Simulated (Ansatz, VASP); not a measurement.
## One calculation of C33O2, two programs

```xyz
35
Lattice="9.8640 0.0000 0.0000 -4.9320 8.5425 0.0000 0.0000 0.0000 12.0000" Properties=species:S:1:pos:R:3 pbc="T T T"
C    -0.0168   -0.0018    0.8402
C     1.2160    0.7101    0.8402
C    -1.2498    2.1339    0.8397
C    -0.0168    2.8458    0.8399
C    -2.4831    4.2697    0.8402
C    -1.2500    4.9814    0.8402
C    -3.7160    6.4051    0.8401
C    -2.4831    7.1170    0.8400
C     2.4489   -0.0017    0.8399
C     3.6819    0.7101    0.8395
C     1.2160    2.1338    0.8401
C     2.4489    2.8456    0.8399
C    -0.0170    4.2694    0.8400
C     1.2159    4.9812    0.8400
C    -1.2501    6.4051    0.8400
C    -0.0171    7.1170    0.8396
C     4.9147   -0.0018    0.8390
C     6.1476    0.7100    0.8385
C     3.6818    2.1338    0.8395
C     4.9147    2.8457    0.8392
C     2.4489    4.2693    0.8399
C     3.6818    4.9812    0.8400
C     1.2158    6.4050    0.8398
C     2.4488    7.1167    0.8399
C     7.3807   -0.0019    0.8393
C     8.6141    0.7100    0.8398
C     6.1476    2.1337    0.8386
C     7.3808    2.8457    0.8395
C     4.9148    4.2693    0.8397
C     6.1478    4.9814    0.8400
C     3.6819    6.4050    0.8401
C     4.9150    7.1169    0.8401
C     7.6173    1.5242    4.6853
O     6.4646    1.3244    4.6408
O     8.7698    1.7240    4.7317
```

Alike in both runs: functional PBE; k mesh 2 × 2 × 1; occupations fermi-dirac, width 0.02 eV; no spin polarisation.

Ansatz relaxed the structure, and its values are those at the end. VASP's run is a single point on that final structure, the one shown.

|  | VASP | Ansatz |
| --- | --- | --- |
| version | VASP 6.6.1 | Ansatz 0.2.0 |
| potentials or method | VASP PAW PBE potentials, release 64 (C, O), cutoff 520 eV | scalar-relativistic, plane waves, PAW |
| valence electrons in the cell | 144 | 144 |

```csv
,VASP,Ansatz,Ansatz less VASP
gap on the k mesh at the Fermi level (eV),1.97,1.97,+0.001
rms of the force components (eV/Å),0.086,0.001,-0.0854
```

Ansatz's warnings: xc potential rough in thin density.

Noted on VASP's run: the standard files for N, O and F lose accuracy on very short bonds.
